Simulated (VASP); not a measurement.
Set up this calculation in VASP 6.6.1, as the native input.

```yaml
Task: single point
Functional: LDA
Potentials_or_basis: VASP PAW LDA potentials, release 64 (Pd)
Cutoff: 520 eV
k_mesh: 14 × 14 × 14
Occupations: fermi-dirac, width 0.1 eV
Spin: collinear spin, ferromagnetic start
Starting_moments: "[0.5] μB"
Dipole_correction: no
Further_INCAR_settings: ALGO = Normal; EDIFF = 1e-06; NBANDS = 15
```

The structure of Pd lies in POSCAR:

```
Pd
1.0
    0.0000000000      1.9202771092      1.9202771092
    1.9202771092      0.0000000000      1.9202771092
    1.9202771092      1.9202771092      0.0000000000
Pd
1
Direct
    0.0000000000      0.0000000000      0.0000000000
```

These files were run (other wordings do the same):

INCAR

```
SYSTEM = Pd
ALGO = Normal ; EDIFF = 1E-6
ENCUT = 520 ; GGA = CA
ISIF = 2 ; ISMEAR = -1
ISPIN = 2 ; LASPH = .TRUE.
LCHARG = .FALSE. ; LMAXMIX = 4
LORBIT = 11 ; LREAL = .FALSE.
LWAVE = .FALSE. ; MAGMOM = 0.5
NBANDS = 15 ; NELM = 150
PREC = Accurate ; SIGMA = 0.1
```

KPOINTS

```
k-points
0
G
  14 14 14
  0 0 0
```

Potentials or basis: VASP PAW LDA potentials, release 64 (Pd).

Launch:

```console
$ cat potpaw_LDA.64/Pd/POTCAR > POTCAR
$ mpirun -np 1 vasp_std > vasp.out
```

It gave:

```json
{"Pressure": "0.6 GPa", "Band gap on the k mesh": "zero (filled and empty bands overlap)", "Net moment": "0.00 μB per cell", "Valence electrons inside the program's atomic spheres": "Pd 9.53"}
```

Run time: 28 s on 1 thread of Intel(R) Xeon(R) Platinum 8375C CPU @ 2.90GHz (Ice Lake), with other jobs on the host, peak memory 0.14 GiB.
